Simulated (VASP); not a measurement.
# GaN (Fm-3m) in VASP: settings compared

GaN is run at these levels: revPBE, RPBE+D3(BJ), LDA; tasks: relaxation of cell and atoms, single point.

Program: VASP 6.6.1. These are calculated values, not measurements. Logs are shortened: lines on timing, memory, paths and dates and some standing lists are left out, and cuts for length are marked.

## (1) The cell of the first run

It takes space group Fm-3m (No. 225, cubic). The conventional cell has a = 4.270 Å, b = 4.270 Å, c = 4.270 Å, α = 90.00°, β = 90.00°, γ = 90.00°. Ga (site symmetry m-3m) has 6 N at 2.14 Å within 2.8 Å. N (site symmetry m-3m) has 6 Ga at 2.14 Å within 2.8 Å.

## (2) Relaxation of cell and atoms, revPBE

INCAR

```
  ALGO = Normal
  EDIFF = 1E-6
  EDIFFG = -0.01
  ENCUT = 600
  GGA = RE
  IBRION = 2
  ISIF = 3
  ISMEAR = -1
  LASPH = T
  LCHARG = F
  LREAL = F
  LWAVE = F
  NELM = 60
  NSW = 60
  PREC = Accurate
  SIGMA = 0.05
```

KPOINTS

```
k-points
0
Gamma
  11 11 11
```

POSCAR

```
GaN
1.0
    0.0000000000      2.1352350000      2.1352350000
    2.1352350000      0.0000000000      2.1352350000
    2.1352350000      2.1352350000      0.0000000000
Ga N
1 1
Direct
    0.0000000000      0.0000000000      0.0000000000
    0.5000000000      0.5000000000      0.5000000000
```

Potentials or basis: VASP PAW PBE potentials, release 64 (Ga_d, N).

Started as:

```bash
> cat potpaw_PBE.64/Ga_d/POTCAR potpaw_PBE.64/N/POTCAR > POTCAR
> mpirun -np 1 vasp_std > vasp.out
```

OUTCAR:

```text
EDIFF = 1E-6
   EDIFFG = -0.01
   ENCUT = 600
   GGA = RE
   IBRION = 2
   ISIF = 3
   ISMEAR = -1
   LASPH = T
   LREAL = F
   NELM = 60
   NSW = 60
   PREC = Accurate

 ion  position               nearest neighbor table
   1  0.000  0.000  0.000-   2 2.14   2 2.14   2 2.14   2 2.14   2 2.14   2 2.14
   2  0.500  0.500  0.500-   1 2.14   1 2.14   1 2.14   1 2.14   1 2.14   1 2.14

  LATTYP: Found a face centered cubic cell.
 ALAT       =     4.2704700000

  Lattice vectors:

 A1 = (   0.0000000000,   2.1352350000,   2.1352350000)
 A2 = (   2.1352350000,   0.0000000000,   2.1352350000)
 A3 = (   2.1352350000,   2.1352350000,   0.0000000000)

Analysis of symmetry for initial positions (statically):
=====================================================================
 Subroutine PRICEL returns:
 Original cell was already a primitive cell.

 Routine SETGRP: Setting up the symmetry group for a
 face centered cubic supercell.

 Subroutine GETGRP returns: Found 48 space group operations
 (whereof 48 operations were pure point group operations)
 out of a pool of 48 trial point group operations.

The static configuration has the point symmetry O_h .

Analysis of symmetry for dynamics (positions and initial velocities):
=====================================================================
 Subroutine PRICEL returns:
 Original cell was already a primitive cell.

 Routine SETGRP: Setting up the symmetry group for a
 face centered cubic supercell.

 Subroutine GETGRP returns: Found 48 space group operations
 (whereof 48 operations were pure point group operations)
 out of a pool of 48 trial point group operations.

The dynamic configuration has the point symmetry O_h .

 Subroutine INISYM returns: Found 48 space group operations
 (whereof 48 operations are pure point group operations),
 and found     1 'primitive' translations

----------------------------------------------------------------------------------------

                                     Primitive cell

  volume of cell :      19.4700

  direct lattice vectors                    reciprocal lattice vectors
     0.000000000  2.135235000  2.135235000    -0.234166263  0.234166263  0.234166263
     2.135235000  0.000000000  2.135235000     0.234166263 -0.234166263  0.234166263
     2.135235000  2.135235000  0.000000000     0.234166263  0.234166263 -0.234166263

  length of vectors
     3.019678296  3.019678296  3.019678296     0.405587864  0.405587864  0.405587864

  position of ions in fractional coordinates (direct lattice)
     0.000000000  0.000000000  0.000000000
     0.500000000  0.500000000  0.500000000

  ion indices of the primitive-cell ions
   primitive index   ion index
                 1           1
                 2           2

----------------------------------------------------------------------------------------

 KPOINTS: k-points

Automatic generation of k-mesh.
 Grid dimensions read from file:
 generate k-points for:   11   11   11

 Generating k-lattice:

  Cartesian coordinates                     Fractional coordinates (reciprocal lattice)
    -0.021287842  0.021287842  0.021287842     0.090909091  0.000000000  0.000000000
     0.021287842 -0.021287842  0.021287842     0.000000000  0.090909091  0.000000000
     0.021287842  0.021287842 -0.021287842     0.000000000  0.000000000  0.090909091

  Length of vectors
     0.036871624  0.036871624  0.036871624

  Shift w.r.t. Gamma in fractional coordinates (k-lattice)
     0.000000000  0.000000000  0.000000000

 Subroutine IBZKPT returns following result:
 ===========================================

 Found     56 irreducible k-points:

 Following reciprocal coordinates:
            Coordinates               Weight
  0.000000  0.000000  0.000000      1.000000
  0.090909  0.000000  0.000000      8.000000
  0.181818  0.000000  0.000000      8.000000
  0.272727  0.000000  0.000000      8.000000
  0.363636  0.000000  0.000000      8.000000
  0.454545  0.000000  0.000000      8.000000
[... 16 lines left out ...]
 -0.272727  0.181818  0.000000     24.000000
 -0.181818  0.181818  0.000000     12.000000
 [... further k-points ...]
   k-points           NKPTS =     56   k-points in BZ     NKDIM =     56   number of bands    NBANDS=     13
   number of dos      NEDOS =    301   number of ions     NIONS =      2
   total plane-waves  NPLWV =  13824
   dimension x,y,z NGX =    24 NGY =   24 NGZ =   24
   dimension x,y,z NGXF=    48 NGYF=   48 NGZF=   48
   ions per type =               1   1
   NGX,Y,Z   is equivalent  to a cutoff of  13.21, 13.21, 13.21 a.u.
   NGXF,Y,Z  is equivalent  to a cutoff of  26.43, 26.43, 26.43 a.u.
 SYSTEM =  unknown system
   PREC   = accura    normal or accurate (medium, high low for compatibility)
   ISTART =      0    job   : 0-new  1-cont  2-samecut
   ICHARG =      2    charge: 1-file 2-atom 10-const
   ISPIN  =      1    spin polarized calculation?
   LNONCOLLINEAR =      F non collinear calculations
[... 55 lines left out ...]

  FORCE on cell =-STRESS in cart. coord.  units (eV):
  Direction    XX          YY          ZZ          XY          YZ          ZX
  --------------------------------------------------------------------------------------
  -------------------------------------------------------------------------------------
  Total        0.4415181      0.4415181      0.4415181      0.0000000     -0.0000000      0.0000000
  in kB       36.3322324     36.3322324     36.3322324      0.0000000     -0.0000000      0.0000000
  external PRESSURE =      36.3322324 kB  Pullay stress =       0.0000000 kB

 VOLUME and BASIS-vectors are now :
 -----------------------------------------------------------------------------
  energy-cutoff  :      600.00
  volume of cell :       19.47
      direct lattice vectors                 reciprocal lattice vectors
     0.000000000  2.135235000  2.135235000    -0.234166263  0.234166263  0.234166263
     2.135235000  0.000000000  2.135235000     0.234166263 -0.234166263  0.234166263
     2.135235000  2.135235000  0.000000000     0.234166263  0.234166263 -0.234166263
[... 109 lines left out ...]
 POSITION                                       TOTAL-FORCE (eV/Angst)
 -----------------------------------------------------------------------------------
      2.14889      0.00000      2.14889        -0.000000      0.000000      0.000000
      2.14889      2.14889      2.14889         0.000000     -0.000000     -0.000000
 -----------------------------------------------------------------------------------
    total drift:                                0.000000     -0.000000      0.000000

  FREE ENERGIE OF THE ION-ELECTRON SYSTEM (eV)
  ---------------------------------------------------
  free  energy   TOTEN  =       -10.4884149156 eV

  energy  without entropy=      -10.4883313268  energy(sigma->0) =      -10.48837312

--------------------------------------- Ionic step        5  -------------------------------------------

 number of electron      17.9999998 magnetization

 Free energy of the ion-electron system (eV)
  ---------------------------------------------------
  ext. energy  EPLUGINS =         0.00000000
  ---------------------------------------------------
  free energy    TOTEN  =       -10.48843733 eV

  energy without entropy =      -10.48835711  energy(sigma->0) =      -10.48839722

 E-fermi :   7.6887     XC(G=0): -12.6838

 val. band max:        7.4006518306   @ k =  -0.1818   0.1818   0.0000
 cond. band min:       7.9025723363   @ k =   0.4545   0.4545   0.0000
 fundamental gap:      0.5019205058
 Fermi energy:         7.6887124761

 k-point     1 :       0.0000    0.0000    0.0000
  band No.  band energies     occupation
      1      -9.4601      2.00000
      2      -6.6285      2.00000
      3      -6.6285      2.00000
      4      -6.6285      2.00000
      5      -6.5459      2.00000
      6      -6.5459      2.00000
      7       6.9373      2.00000
      8       6.9373      2.00000
      9       6.9373      2.00000
     10       9.0943      0.00000
     11      21.8263      0.00000
     12      21.8263      0.00000
     13      21.8263      0.00000

 k-point     2 :       0.0909    0.0000    0.0000
  band No.  band energies     occupation
      1      -9.3079      2.00000
      2      -6.6335      2.00000
      3      -6.6210      2.00000
      4      -6.6210      2.00000
      5      -6.5551      2.00000
      6      -6.5551      2.00000
      7       5.8632      2.00000
      8       6.9511      2.00000
      9       6.9511      2.00000
     10      10.0033      0.00000
     11      19.6614      0.00000
[... 339 lines left out ...]
 k-point    24 :      -0.1818    0.1818    0.0000
  band No.  band energies     occupation
      1      -8.0713      2.00000
      2      -6.6726      2.00000
      3      -6.6719      2.00000
      4      -6.6571      2.00000
      5      -6.5496      2.00000
      6      -6.3405      2.00000
      7       2.5831      2.00000
      8       5.1928      2.00000
      9       7.4007      1.99373
     10      13.0603      0.00000
     11      15.7312      0.00000
     12      17.1463      0.00000
     13      17.7721      0.00000

 [... further k-points ...]
[... 5 lines left out ...]
  --------------------------------------------------------------------------------------
  -------------------------------------------------------------------------------------
  Total       -0.0133831     -0.0133831     -0.0133831      0.0000000      0.0000000      0.0000000
  in kB       -1.0813043     -1.0813043     -1.0813043      0.0000000      0.0000000      0.0000000
  external PRESSURE =      -1.0813043 kB  Pullay stress =       0.0000000 kB

 VOLUME and BASIS-vectors are now :
 -----------------------------------------------------------------------------
  energy-cutoff  :      600.00
  volume of cell :       19.83
      direct lattice vectors                 reciprocal lattice vectors
    -0.000000000  2.148308281  2.148308281    -0.232741271  0.232741271  0.232741271
     2.148308281  0.000000000  2.148308281     0.232741271 -0.232741271  0.232741271
     2.148308281  2.148308281  0.000000000     0.232741271  0.232741271 -0.232741271

 POSITION                                       TOTAL-FORCE (eV/Angst)
 -----------------------------------------------------------------------------------
      0.00000      0.00000      0.00000        -0.000000     -0.000000      0.000000
      2.14831      2.14831      2.14831         0.000000      0.000000     -0.000000
 -----------------------------------------------------------------------------------
    total drift:                                0.000000     -0.000000     -0.000000

  FREE ENERGIE OF THE ION-ELECTRON SYSTEM (eV)
  ---------------------------------------------------
  free  energy   TOTEN  =       -10.4884373339 eV

  energy  without entropy=      -10.4883571122  energy(sigma->0) =      -10.48839722

 reached required accuracy - stopping structural energy minimisation
```

It took 23 s on 1 thread of Intel Xeon Platinum 8488C (Sapphire Rapids), shared host; peak memory 0.15 GiB.

What came out:

| Item | Value |
| --- | --- |
| Free energy | -10.4884 eV |
| Relaxed volume | 9.91 Å³/atom |
| Relaxed cell | a = 3.038 Å, b = 3.038 Å, c = 3.038 Å, α = 60.00°, β = 60.00°, γ = 60.00° |
| Space group after relaxing (to 0.05 Å) | Fm-3m (No. 225) |
| Energy gained by relaxing | 1.9 meV/atom |
| Ionic steps | 5 |
| Pressure after relaxing | -0.1 GPa |
| Band gap on the k mesh | 0.50 eV, indirect (least direct gap 2.16 eV) |

The path:
| step | energy change (eV) | largest force (eV/Å) | pressure (GPa) | volume (Å³) |
| --- | --- | --- | --- | --- |
| 1 | 0.0000 | 0.0000 | 3.63 | 19.47 |
| 2 | -0.0014 | 0.0000 | -2.67 | 20.10 |
| 3 | -0.0038 | 0.0000 | 0.33 | 19.81 |
| 4 | -0.0038 | 0.0000 | -0.36 | 19.85 |
| 5 | -0.0038 | 0.0000 | -0.11 | 19.83 |

Final structure:
```
CELL_PARAMETERS angstrom
0.00000 2.14831 2.14831
2.14831 0.00000 2.14831
2.14831 2.14831 0.00000
ATOMIC_POSITIONS crystal
Ga 0.00000 0.00000 0.00000
N 0.50000 0.50000 0.50000
```

Caveat: the PAW data sets were made with another functional, which shifts forces and pressure a little. A k mesh can miss the band edges.

## (3) Single point, RPBE+D3(BJ)

This run uses another cell than the first one, of 8.85 Å³/atom, 0.909 times its volume.

INCAR

```
SYSTEM = GaN
PREC = Accurate
ENCUT = 910
EDIFF = 1E-6
ISMEAR = -1
SIGMA = 0.05
LREAL = .False.
LASPH = .True.
NELM = 120
ALGO = Normal
ISIF = 2
LWAVE = .False.
LCHARG = .False.
GGA = RP
IVDW = 12
NBANDS = 16
GGA_COMPAT = .False.
```

KPOINTS

```
Automatic mesh
0
Gamma
  11 11 11
  0 0 0
```

POSCAR

```
GaN
1.0
    0.0000000000      2.0685433136      2.0685433136
    2.0685433136      0.0000000000      2.0685433136
    2.0685433136      2.0685433136      0.0000000000
Ga N
1 1
Direct
    0.0000000000      0.0000000000      0.0000000000
    0.5000000000      0.5000000000      0.5000000000
```

Potentials or basis: VASP PAW PBE potentials, release 64 (Ga_d, N_h).

Started as:

```bash
> cat potpaw_PBE.64/Ga_d/POTCAR potpaw_PBE.64/N_h/POTCAR > POTCAR
> mpirun -np 1 vasp_std > vasp.out
```

Run time: 16 s. Hardware: 1 thread of Intel Xeon 6975P-C (Granite Rapids), shared host; peak memory 0.2 GiB.

Results (log left out):

* Free energy: -13.2911 eV
* Pressure: 0.7 GPa
* Band gap on the k mesh: 1.25 eV, indirect (least direct gap 3.60 eV)
* Dispersion energy per atom: -1.564 eV

Levels at points of the mesh, in eV from the valence-band top:
```
           k point  band 7  band 8  band 9  band 10  band 11  band 12
(0.00, 0.00, 0.00)   -0.59   -0.59   -0.59     3.01    15.09    15.09
```

Caveat: the cutoff is under 1.25 times the usual one of these potentials, so pressure, stress and relaxed cells hold a basis-set (Pulay) error; the PAW data sets were made with another functional, which shifts forces and pressure a little.

## (4) Single point, LDA

This run uses another cell than the first one, of 9.54 Å³/atom, 0.980 times its volume.

INCAR

```
PREC     = Accurate       # precision mode
ENCUT    = 910            # plane-wave cutoff, eV
EDIFF    = 1E-6           # SCF threshold, eV
ISMEAR   = -1             # smearing method
SIGMA    = 0.05           # smearing width, eV
LREAL    = F              # projectors in reciprocal space
LASPH    = T              # aspherical terms in the spheres
NELM     = 120            # most SCF steps
ALGO     = Normal         # electronic algorithm
ISIF     = 2              # what is computed and relaxed
LWAVE    = F              # write WAVECAR
LCHARG   = F              # write CHGCAR
GGA      = CA             # functional
NBANDS   = 16             # bands
GGA_COMPAT= F
```

KPOINTS

```
regular mesh
0
Gamma
  11 11 11
```

POSCAR

```
GaN
1.0
    0.0000000000      2.1209041320      2.1209041320
    2.1209041320      0.0000000000      2.1209041320
    2.1209041320      2.1209041320      0.0000000000
Ga N
1 1
Direct
    0.0000000000      0.0000000000      0.0000000000
    0.5000000000      0.5000000000      0.5000000000
```

Potentials or basis: VASP PAW LDA potentials, release 64 (Ga_d, N_h).

Started as:

```bash
> cat potpaw_LDA.64/Ga_d/POTCAR potpaw_LDA.64/N_h/POTCAR > POTCAR
> mpirun -np 1 vasp_std > vasp.out
```

Wall time 20 s (1 thread of AMD EPYC 9R45 (Zen 5), shared host); peak memory 0.14 GiB.

The run converged. Its results:

```yaml
Free_energy: -13.0662 eV
Pressure: -8.8 GPa
Band_gap_on_the_k_mesh: 0.49 eV, indirect (least direct gap 2.70 eV)
```

Levels at points of the mesh, in eV from the valence-band top:
| k point | band 7 | band 8 | band 9 | band 10 | band 11 | band 12 |
| --- | --- | --- | --- | --- | --- | --- |
| (0.00, 0.00, 0.00) | -0.52 | -0.52 | -0.52 | 2.17 | 14.58 | 14.58 |

Caveat: the cutoff is under 1.25 times the usual one of these potentials, so pressure, stress and relaxed cells hold a basis-set (Pulay) error.

## (5) Single point, LDA

INCAR

```
ALGO = Normal
EDIFF = 1E-7
ENCUT = 520
GGA = CA
ISIF = 2
ISMEAR = -1
LASPH = True
LCHARG = False
LREAL = False
LWAVE = False
NBANDS = 16
NELM = 100
PREC = Accurate
SIGMA = 0.05
```

KPOINTS

```
k-points
0
Gamma
  11 11 11
```

POSCAR

```
GaN
1.0
    0.0000000000      2.1352350000      2.1352350000
    2.1352350000      0.0000000000      2.1352350000
    2.1352350000      2.1352350000      0.0000000000
Ga N
1 1
Direct
    0.0000000000      0.0000000000      0.0000000000
    0.5000000000      0.5000000000      0.5000000000
```

Potentials or basis: VASP PAW LDA potentials, release 64 (Ga_d, N).

Started as:

```bash
> cat potpaw_LDA.64/Ga_d/POTCAR potpaw_LDA.64/N/POTCAR > POTCAR
> mpirun -np 1 vasp_std > vasp.out
```

It took 12 s on 1 thread of Intel Xeon 8259CL, shared host; peak memory 0.14 GiB.

Results (log left out):

```yaml
Free_energy: -13.0386 eV
Pressure: -12.5 GPa
Band_gap_on_the_k_mesh: 0.36 eV, indirect (least direct gap 2.45 eV)
```

Levels at points of the mesh, in eV from the valence-band top:
| k point | band 5 | band 6 | band 7 | band 8 | band 9 | band 10 | band 11 | band 12 | band 13 | band 14 |
| --- | --- | --- | --- | --- | --- | --- | --- | --- | --- | --- |
| (0.00, 0.00, 0.00) | -14.02 | -14.02 | -0.50 | -0.50 | -0.50 | 1.94 | 14.47 | 14.47 | 14.47 | 15.08 |

A k mesh can miss the band edges.

## (6) The runs side by side

| task | level | potentials or basis | cell | cutoff (eV) | second run | gap on the mesh (eV) | pressure (GPa) |
| --- | --- | --- | --- | --- | --- | --- | --- |
| relaxation of cell and atoms | revPBE | VASP PAW PBE potentials, release 64 (Ga_d, N) | relaxed from a = 3.020 Å, angles 60.0°, 2 atoms | 600 | - | 0.50 | -0.1 |
| single point | RPBE+D3(BJ) | VASP PAW PBE potentials, release 64 (Ga_d, N_h) | a = 2.925 Å, angles 60.0°, 2 atoms | 910 | hard_potentials | 1.25 | 0.7 |
| single point | LDA | VASP PAW LDA potentials, release 64 (Ga_d, N_h) | a = 2.999 Å, angles 60.0°, 2 atoms | 910 | hard_potentials | 0.49 | -8.8 |
| single point | LDA | VASP PAW LDA potentials, release 64 (Ga_d, N) | a = 3.020 Å, angles 60.0°, 2 atoms | 520 | - | 0.36 | -12.5 |

Alike in all rows: no spin polarisation; k mesh 11 × 11 × 11; smearing fermi-dirac 0.05 eV.

Caveats: the PAW data sets were made with another functional, which shifts forces and pressure a little (some runs); the cutoff is under 1.25 times the usual one of these potentials, so pressure, stress and relaxed cells hold a basis-set (Pulay) error (some runs).

Total energies depend on the potentials used, so only differences within one code and one set of settings carry meaning.
